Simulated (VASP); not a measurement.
# Ag7Br8 (a cell with a defect) in VASP: further runs

The runs below take Ag7Br8 (a cell with a defect) through single point, with PBE+D3(BJ).

All numbers are computed with VASP 6.6.1; they aren't measurements. Logs are shortened: lines on timing, memory, paths and dates and some standing lists are left out, and cuts for length are marked.

## 1. The cell of the first run

The cell holds a defect, 15 atoms: a = 8.156 Å, b = 8.156 Å, c = 8.156 Å, α = 60.00°, β = 60.00°, γ = 60.00°.

## 2. Single point, PBE+D3(BJ)

The input, INCAR:

```
SYSTEM = Ag7Br8
PREC = Accurate ; ENCUT = 520
EDIFF = 1E-7 ; ISMEAR = -1
SIGMA = 0.05 ; LREAL = Auto
LASPH = .True. ; NELM = 60
ALGO = Normal ; ISIF = 2
LWAVE = .False. ; LCHARG = .False.
GGA = PE ; IVDW = 12
NELECT = 134.0 ; NBANDS = 80
```

The input, KPOINTS:

```
Automatic mesh
0
Gamma
  2 2 2
  0 0 0
```

The input, POSCAR:

```
Ag7Br8
1.0
    0.0000000000      5.7674030000      5.7674030000
    5.7674030000      0.0000000000      5.7674030000
    5.7674030000      5.7674030000      0.0000000000
Ag Br
7 8
Direct
    0.2647725501      0.1848058823      0.2992421372
    0.2698528263      0.4472290215      0.7639053487
    0.2318461186      0.7509012289      0.1686981125
    0.1635744892      0.8343443314      0.7123830258
    0.7549931919      0.2296961041      0.7440870700
    0.7965543590      0.7496181557      0.2632987499
    0.8582892508      0.6804275685      0.7525050703
   -0.0576515981      0.0514789759      0.0108194277
   -0.0391510702      0.0549467412      0.4416025722
   -0.0368276675      0.4920932350      0.0809723198
   -0.0104813206      0.4537310814      0.5456442007
    0.4982138408     -0.0538197175     -0.0101952300
    0.5231990898     -0.1071366090      0.5567497191
    0.4918591609      0.4480612851      0.0265370740
    0.5094927474      0.4891716428      0.4098291727
```

Potentials or basis: VASP PAW PBE potentials, release 64 (Ag, Br).

The run is started by

```bash
$ cat potpaw_PBE.64/Ag/POTCAR potpaw_PBE.64/Br/POTCAR > POTCAR
$ mpirun -np 1 vasp_std > vasp.out
```

OUTCAR:

```text
SYSTEM = Ag7Br8
   PREC = Accurate
   ENCUT = 520
   EDIFF = 1E-7
   ISMEAR = -1
   LREAL = Auto
   LASPH = .True.
   NELM = 60
   ISIF = 2
   GGA = PE
   IVDW = 12
   NELECT = 134.0
 IVDW          = 12

 ion  position               nearest neighbor table
   1  0.265  0.185  0.299-   9 2.67  14 2.84  11 2.98  13 2.99  10 3.04   4 3.19  12 3.19
   2  0.270  0.447  0.764-  15 2.51  10 2.58   4 2.68   7 2.94   5 3.38
   3  0.232  0.751  0.169-  14 2.67   8 2.71  12 2.71  15 3.00   6 3.24
   4  0.164  0.834  0.712-   2 2.68  13 2.74   9 2.75   8 3.01   7 3.13   1 3.19   5 3.29
   5  0.755  0.230  0.744-  11 2.66   8 2.67   9 2.81  14 2.90  12 3.12   4 3.29   2 3.38
   6  0.797  0.750  0.263-  10 2.59  13 2.63   8 2.67  11 2.81   3 3.24
   7  0.858  0.680  0.753-  11 2.60  10 2.67   2 2.94   9 3.02  12 3.04   4 3.13  13 3.14
   8  0.942  0.051  0.011-   5 2.67   6 2.67   3 2.71   4 3.01
   9  0.961  0.055  0.442-   1 2.67   4 2.75   5 2.81   7 3.02
  10  0.963  0.492  0.081-   2 2.58   6 2.59   7 2.67   1 3.04
  11  0.990  0.454  0.546-   7 2.60   5 2.66   6 2.81   1 2.98
  12  0.498  0.946  0.990-   3 2.71   7 3.04   5 3.12   1 3.19
  13  0.523  0.893  0.557-   6 2.63   4 2.74   1 2.99   7 3.14
  14  0.492  0.448  0.027-   3 2.67   1 2.84   5 2.90
  15  0.509  0.489  0.410-   2 2.51   3 3.00

  LATTYP: Found a face centered cubic cell.
 ALAT       =    11.5348060000

  Lattice vectors:

 A1 = (   0.0000000000,   5.7674030000,   5.7674030000)
 A2 = (   5.7674030000,   0.0000000000,   5.7674030000)
 A3 = (   5.7674030000,   5.7674030000,   0.0000000000)

Analysis of symmetry for initial positions (statically):
=====================================================================
 Subroutine PRICEL returns:
 Original cell was already a primitive cell.

 Routine SETGRP: Setting up the symmetry group for a
 face centered cubic supercell.

 Subroutine GETGRP returns: Found  1 space group operations
 (whereof  1 operations were pure point group operations)
 out of a pool of 48 trial point group operations.

The static configuration has the point symmetry C_1 .

Analysis of symmetry for dynamics (positions and initial velocities):
=====================================================================
 Subroutine PRICEL returns:
 Original cell was already a primitive cell.

 Routine SETGRP: Setting up the symmetry group for a
 face centered cubic supercell.

 Subroutine GETGRP returns: Found  1 space group operations
 (whereof  1 operations were pure point group operations)
 out of a pool of 48 trial point group operations.

The dynamic configuration has the point symmetry C_1 .

 Subroutine INISYM returns: Found  1 space group operations
 (whereof  1 operations are pure point group operations),
 and found     1 'primitive' translations

----------------------------------------------------------------------------------------

                                     Primitive cell

  volume of cell :     383.6815

  direct lattice vectors                    reciprocal lattice vectors
     0.000000000  5.767403000  5.767403000    -0.086694133  0.086694133  0.086694133
     5.767403000  0.000000000  5.767403000     0.086694133 -0.086694133  0.086694133
     5.767403000  5.767403000  0.000000000     0.086694133  0.086694133 -0.086694133

  length of vectors
     8.156339542  8.156339542  8.156339542     0.150158642  0.150158642  0.150158642

  position of ions in fractional coordinates (direct lattice)
     0.264772550  0.184805882  0.299242137
     0.269852826  0.447229022  0.763905349
     0.231846119  0.750901229  0.168698113
     0.163574489  0.834344331  0.712383026
     0.754993192  0.229696104  0.744087070
     0.796554359  0.749618156  0.263298750
     0.858289251  0.680427569  0.752505070
     0.942348402  0.051478976  0.010819428
     0.960848930  0.054946741  0.441602572
     0.963172333  0.492093235  0.080972320
     0.989518679  0.453731081  0.545644201
     0.498213841  0.946180283  0.989804770
     0.523199090  0.892863391  0.556749719
     0.491859161  0.448061285  0.026537074
     0.509492747  0.489171643  0.409829173

  ion indices of the primitive-cell ions
   primitive index   ion index
                 1           1
                 2           2
                 3           3
                 4           4
                 5           5
                 6           6
                 7           7
                 8           8
                 9           9
                10          10
                11          11
                12          12
                13          13
                14          14
                15          15

----------------------------------------------------------------------------------------

 KPOINTS: Automatic mesh

Automatic generation of k-mesh.
 Grid dimensions read from file:
 generate k-points for:    2    2    2

 Generating k-lattice:

  Cartesian coordinates                     Fractional coordinates (reciprocal lattice)
    -0.043347066  0.043347066  0.043347066     0.500000000  0.000000000  0.000000000
     0.043347066 -0.043347066  0.043347066     0.000000000  0.500000000  0.000000000
     0.043347066  0.043347066 -0.043347066     0.000000000  0.000000000  0.500000000

  Length of vectors
     0.075079321  0.075079321  0.075079321

  Shift w.r.t. Gamma in fractional coordinates (k-lattice)
     0.000000000  0.000000000  0.000000000

 Subroutine IBZKPT returns following result:
 ===========================================

 Found      8 irreducible k-points:

 Following reciprocal coordinates:
            Coordinates               Weight
  0.000000  0.000000  0.000000      1.000000
  0.500000  0.000000  0.000000      1.000000
  0.000000  0.500000  0.000000      1.000000
  0.000000  0.000000  0.500000      1.000000
  0.500000  0.500000  0.500000      1.000000
  0.500000  0.500000  0.000000      1.000000
  0.000000  0.500000  0.500000      1.000000
  0.500000  0.000000  0.500000      1.000000
   k-points           NKPTS =      8   k-points in BZ     NKDIM =      8   number of bands    NBANDS=     80
   number of dos      NEDOS =    301   number of ions     NIONS =     15
   total plane-waves  NPLWV = 262144
   dimension x,y,z NGX =    64 NGY =   64 NGZ =   64
   dimension x,y,z NGXF=   128 NGYF=  128 NGZF=  128
   ions per type =               7   8
   NGX,Y,Z   is equivalent  to a cutoff of  13.04, 13.04, 13.04 a.u.
   NGXF,Y,Z  is equivalent  to a cutoff of  26.09, 26.09, 26.09 a.u.
 SYSTEM =  Ag7Br8
   PREC   = accura    normal or accurate (medium, high low for compatibility)
   ISTART =      0    job   : 0-new  1-cont  2-samecut
   ICHARG =      2    charge: 1-file 2-atom 10-const
   ISPIN  =      1    spin polarized calculation?
   LNONCOLLINEAR =      F non collinear calculations
   LSORBIT =      F    spin-orbit coupling
   LASPH  =      T    aspherical Exc in radial PAW
   ENCUT  =  520.0 eV  38.22 Ry    6.18 a.u.  15.17 15.17 15.17*2*pi/ulx,y,z
   NELM   =     60;   NELMIN=  2; NELMDL= -5     # of ELM steps
   EDIFF  = 0.1E-06   stopping-criterion for ELM
   LREAL  =      T    real-space projection
   EDIFFG = 0.1E-05   stopping-criterion for IOM
   NSW    =      0    number of steps for IOM
   IBRION =     -1    ionic relax: 0-MD 1-quasi-New 2-CG
   NFREE  =      0    steps in history (QN), initial steepest desc. (CG)
   ISIF   =      2    stress and relaxation
   ISYM   =      2    0-nonsym 1-usesym 2-fastsym
   POTIM  = 0.5000    time-step for ionic-motion
   TEBEG  =    0.0;   TEEND  =   0.0 temperature during run
   PSTRESS=    0.0 pullay stress
   NELECT =     134.0000    total number of electrons
   NUPDOWN=      -1.0000    fix difference up-down
   EMIN   =  10.00;   EMAX   =-10.00  energy-range for DOS
   EFERMI =   0.00;   METHOD = LEGACY
   ISMEAR =    -1;   SIGMA  =   0.05  broadening in eV -4-tet -1-fermi 0-gaus
   EFERMI_NEDOS =   21; number of points for ismear=-14 and -15
   IALGO  =     38    algorithm
   IMIX   =      4    mixing-type and parameters
     AMIX     =   0.40;   BMIX     =  1.00
     AMIX_MAG =   1.60;   BMIX_MAG =  1.00
  volume/ion in A,a.u.               =      25.58       172.61
  Fermi-wavevector in a.u.,A,eV,Ry     =   1.152885  2.178637 18.084112  1.329145
  Thomas-Fermi vector in A             =   2.289533
   LORBIT       =      0    0 simple, 1 ext, 2 COOP (PROOUT), +10 PAW based schemes
   GGA     = PE    functional components
   LHFCALC =     F    Hartree Fock is set to
   AEXX    =    0.0000 exact exchange contribution
   IVDW    =    12    specifies the selected vdW correction
   LEPSILON=     F    determine dielectric tensor
   LRPA    =     F    only Hartree local field effects (RPA)
 non-spin polarized calculation
  energy-cutoff  :      520.00
  volume of cell :      383.68
 maximum number of plane-waves:     10369
 NGX is ok and might be reduce to    64
   NGX = 31   NGY = 31   NGZ = 31

 number of electron     133.9999999 magnetization

 Free energy of the ion-electron system (eV)
  ---------------------------------------------------
  ext. energy  EPLUGINS =         0.00000000
  ---------------------------------------------------
  free energy    TOTEN  =       -32.54892996 eV

  energy without entropy =      -32.54881844  energy(sigma->0) =      -32.54887420

 E-fermi :   3.2357     XC(G=0):  -9.4436

 val. band max:        2.7990535108   @ k =   0.0000   0.0000   0.0000
 cond. band min:       3.6187591131   @ k =   0.0000   0.0000   0.0000
 fundamental gap:      0.8197056023
 Fermi energy:         3.2357391390

 k-point     1 :       0.0000    0.0000    0.0000
  band No.  band energies     occupation
      1     -12.4531      2.00000
      2     -11.9824      2.00000
      3     -11.8364      2.00000
      4     -11.6806      2.00000
      5     -11.3957      2.00000
      6     -11.2625      2.00000
[... 71 lines left out ...]
     78       8.8674      0.00000
     79       9.1401      0.00000

 k-point     2 :       0.5000    0.0000    0.0000
  band No.  band energies     occupation
      1     -12.4203      2.00000
      2     -11.9676      2.00000
      3     -11.8395      2.00000
      4     -11.6800      2.00000
      5     -11.4615      2.00000
      6     -11.2674      2.00000
[... 71 lines left out ...]
     78       8.6423      0.00000
     79       8.9474      0.00000
[... 408 lines left out ...]
     78       8.7844      0.00000
     79       8.9163      0.00000

 k-point     8 :       0.5000    0.0000    0.5000
  band No.  band energies     occupation
      1     -12.4086      2.00000
      2     -11.9722      2.00000
      3     -11.8677      2.00000
      4     -11.6923      2.00000
      5     -11.3686      2.00000
      6     -11.3327      2.00000
[... 71 lines left out ...]
     78       8.6108      0.00000
     79       9.0130      0.00000
 [bands above 79 left out]

------------------------ aborting loop because EDIFF is reached ----------------------------------------

 Edisp (eV)   -4.95688

 E8    (eV) :    -2.0727

  FORCE on cell =-STRESS in cart. coord.  units (eV):
  Direction    XX          YY          ZZ          XY          YZ          ZX
  --------------------------------------------------------------------------------------
  -------------------------------------------------------------------------------------
  Total      10.51610    10.61908     9.19525     0.43564    -1.67149     0.77073
  in kB      43.91313    44.34317    38.39753     1.81913    -6.97980     3.21843
  external pressure =       42.22 kB  Pullay stress =        0.00 kB

 VOLUME and BASIS-vectors are now :
 -----------------------------------------------------------------------------
  energy-cutoff  :      520.00
  volume of cell :      383.68
      direct lattice vectors                 reciprocal lattice vectors
     0.000000000  5.767403000  5.767403000    -0.086694133  0.086694133  0.086694133
     5.767403000  0.000000000  5.767403000     0.086694133 -0.086694133  0.086694133
     5.767403000  5.767403000  0.000000000     0.086694133  0.086694133 -0.086694133

 POSITION                                       TOTAL-FORCE (eV/Angst)
 -----------------------------------------------------------------------------------
      2.79170      3.25290      2.59290        -0.224151      0.334791      0.487989
      6.98510      5.96210      4.13570        -0.464834      0.426949     -0.180520
      5.30370      2.31010      5.66790         0.082889      0.000994     -0.100226
      8.92060      5.05200      5.75540         0.435428     -0.068700      0.427338
      5.61620      8.64580      5.67910         0.028649     -0.562272     -0.612375
      5.84190      6.11260      8.91740         0.337852     -0.157274     -0.059916
      8.26430      9.29010      8.87440         0.528577     -0.363019      0.099920
      0.35930      5.49730      5.73180        -0.368047      0.513648      0.108299
      2.86380      8.08850      5.85850        -0.174196      0.488792     -0.631536
      3.30510      6.02200      8.39310        -0.697346     -0.131902      0.340773
      5.76380      8.85390      8.32380        -0.347596      0.153248      0.534511
     11.16561      8.58200      8.33040         0.278853     -0.078311      0.775098
      8.36050      6.22850      8.16700         0.341833     -0.492445     -0.167720
      2.73720      2.98980      5.42090        -0.421623     -0.345642     -0.570988
      5.18490      5.30210      5.75970         0.663712      0.281144     -0.450646
 -----------------------------------------------------------------------------------
    total drift:                               -0.007220     -0.008487     -0.016125

  FREE ENERGIE OF THE ION-ELECTRON SYSTEM (eV)
  ---------------------------------------------------
  free  energy   TOTEN  =       -37.5058066236 eV

  energy  without entropy=      -37.5056951006  energy(sigma->0) =      -37.50575086
```

Wall time 16 min (1 thread of Intel Xeon Platinum 8259CL at 2.50GHz (Skylake/Cascade Lake), shared host); peak memory 0.6 GiB.

Results:

```yaml
Free_energy: -37.5058 eV
Largest_force: 0.850 eV/Å
Dispersion_energy_per_atom: -0.330 eV
```

Forces on the atoms (eV/Å):
```
Ag  -0.224  0.335  0.488
Ag  -0.465  0.427 -0.181
Ag   0.083  0.001 -0.100
Ag   0.435 -0.069  0.427
Ag   0.029 -0.562 -0.612
Ag   0.338 -0.157 -0.060
Ag   0.529 -0.363  0.100
Br  -0.368  0.514  0.108
Br  -0.174  0.489 -0.632
Br  -0.697 -0.132  0.341
Br  -0.348  0.153  0.535
Br   0.279 -0.078  0.775
Br   0.342 -0.492 -0.168
Br  -0.422 -0.346 -0.571
Br   0.664  0.281 -0.451
```

Levels at points of the mesh, in eV from the Fermi level:
```
           k point  band 63  band 64  band 65  band 66  band 67  band 68  band 69  band 70  band 71  band 72
(0.00, 0.00, 0.00)    -1.03    -0.91    -0.75    -0.49    -0.44     0.38     1.56     1.89     2.37     2.94
(0.50, 0.00, 0.00)    -1.05    -0.99    -0.90    -0.79    -0.66     1.51     2.17     2.68     2.76     3.00
(0.00, 0.50, 0.00)    -1.18    -1.07    -0.96    -0.81    -0.62     1.56     2.19     2.73     3.08     3.19
(0.00, 0.00, 0.50)    -1.21    -0.95    -0.92    -0.80    -0.76     1.88     2.35     2.94     3.13     3.25
(0.50, 0.50, 0.50)    -1.22    -1.16    -0.94    -0.85    -0.74     1.44     2.17     2.66     2.81     3.04
(0.50, 0.50, 0.00)    -1.40    -1.01    -0.84    -0.71    -0.48     1.92     2.37     2.87     3.25     3.52
(0.00, 0.50, 0.50)    -1.26    -1.11    -0.99    -0.87    -0.46     1.77     2.83     3.01     3.30     3.51
(0.50, 0.00, 0.50)    -1.44    -1.22    -0.81    -0.73    -0.48     1.91     2.55     3.19     3.30     3.59
```

Caveat: the k points lie up to 0.47 Å⁻¹ apart; the cell carries a net charge on a neutralising background, which shifts energy and pressure; the cell is charged against a uniform background, so pressure and absolute levels hang on convention; the atoms stand as in a frame of molecular dynamics.

## 3. Single point, PBE+D3(BJ)

The input, INCAR:

```
PREC = Accurate ; ENCUT = 520
EDIFF = 1E-6 ; ISMEAR = -1
SIGMA = 0.05 ; LREAL = Auto
LASPH = T ; NELM = 60
ALGO = Normal ; ISIF = 2
LWAVE = F ; LCHARG = F
GGA = PE ; IVDW = 12
NBANDS = 80 ; NELECT = 134.0
```

The input, KPOINTS:

```
Automatic mesh
0
Gamma
  2 2 2
```

The input, POSCAR:

```
Ag7Br8
1.0
    0.0000000000      5.7674030000      5.7674030000
    5.7674030000      0.0000000000      5.7674030000
    5.7674030000      5.7674030000      0.0000000000
Ag Br
7 8
Direct
    0.4025035185      0.2948467447      0.2301035665
    0.2340568190      0.4118144683      0.7305714548
    0.2996842773      0.7260460211      0.2160937947
    0.2337967366      0.8190861641      0.6394039050
    0.6608520334      0.1759717502      0.7687342119
    0.8405256231      0.6407476641      0.2581664572
    0.8313013674      0.7694711120      0.7994499431
   -0.0555189225     -0.0494850108      0.0847868616
    0.0189513374      0.0142698542      0.3872973676
   -0.1429933022      0.4296561208      0.0389430043
   -0.0405901928      0.4993928810      0.5348681200
    0.5012307966     -0.0698581320      0.1046918344
    0.4028416256      0.0387262690      0.6265818428
    0.4341121992      0.5674304362     -0.1055414369
    0.5408240069      0.4510609021      0.4734453271
```

Potentials or basis: VASP PAW PBE potentials, release 64 (Ag, Br).

The run is started by

```bash
$ cat potpaw_PBE.64/Ag/POTCAR potpaw_PBE.64/Br/POTCAR > POTCAR
$ mpirun -np 1 vasp_std > vasp.out
```

Wall time 14 min (1 thread of Intel Xeon Platinum 8259CL at 2.50GHz (Skylake/Cascade Lake), shared host); peak memory 0.61 GiB.

The run converged. Its results:

```yaml
Free_energy: -35.7838 eV
Largest_force: 2.178 eV/Å
Dispersion_energy_per_atom: -0.330 eV
```

Forces in eV/Å, atoms in the order of the input:
```
Ag   0.305  0.705 -0.583
Ag   1.142 -0.420 -1.807
Ag  -0.650 -0.658 -1.433
Ag   0.237 -0.571 -0.150
Ag   0.083  0.476  0.232
Ag  -0.728 -1.131 -0.241
Ag  -0.213 -0.776  1.158
Br  -0.496 -1.011  0.558
Br   1.480  1.238 -0.750
Br  -0.655  0.820  0.264
Br   0.061  1.414 -0.164
Br   0.405  0.071  1.443
Br  -0.341 -0.616  0.623
Br  -0.035  0.548 -0.379
Br  -0.595 -0.089  1.229
```

Levels at points of the mesh, in eV from the Fermi level:
| k point | band 64 | band 65 | band 66 | band 67 | band 68 | band 69 | band 70 | band 71 |
| --- | --- | --- | --- | --- | --- | --- | --- | --- |
| (0.00, 0.00, 0.00) | -0.99 | -0.95 | -0.67 | -0.29 | 0.22 | 1.89 | 1.98 | 2.66 |
| (0.50, 0.00, 0.00) | -1.15 | -0.81 | -0.58 | -0.34 | 1.33 | 1.76 | 2.66 | 3.06 |
| (0.00, 0.50, 0.00) | -1.09 | -0.89 | -0.72 | -0.35 | 1.40 | 1.72 | 2.48 | 2.64 |
| (0.00, 0.00, 0.50) | -1.00 | -0.95 | -0.79 | -0.27 | 1.76 | 2.06 | 2.60 | 3.12 |
| (0.50, 0.50, 0.50) | -1.15 | -1.11 | -0.80 | -0.40 | 1.30 | 1.99 | 2.26 | 2.57 |
| (0.50, 0.50, 0.00) | -1.07 | -0.85 | -0.64 | -0.45 | 1.77 | 2.30 | 2.44 | 2.83 |
| (0.00, 0.50, 0.50) | -1.04 | -1.01 | -0.80 | -0.35 | 1.54 | 2.08 | 2.42 | 2.83 |
| (0.50, 0.00, 0.50) | -1.04 | -0.83 | -0.76 | -0.39 | 1.70 | 2.19 | 2.45 | 3.37 |

Caveat: the k points lie up to 0.47 Å⁻¹ apart; the cell carries a net charge on a neutralising background, which shifts energy and pressure; the cell is charged against a uniform background, so pressure and absolute levels hang on convention; the atoms stand as in a frame of molecular dynamics.
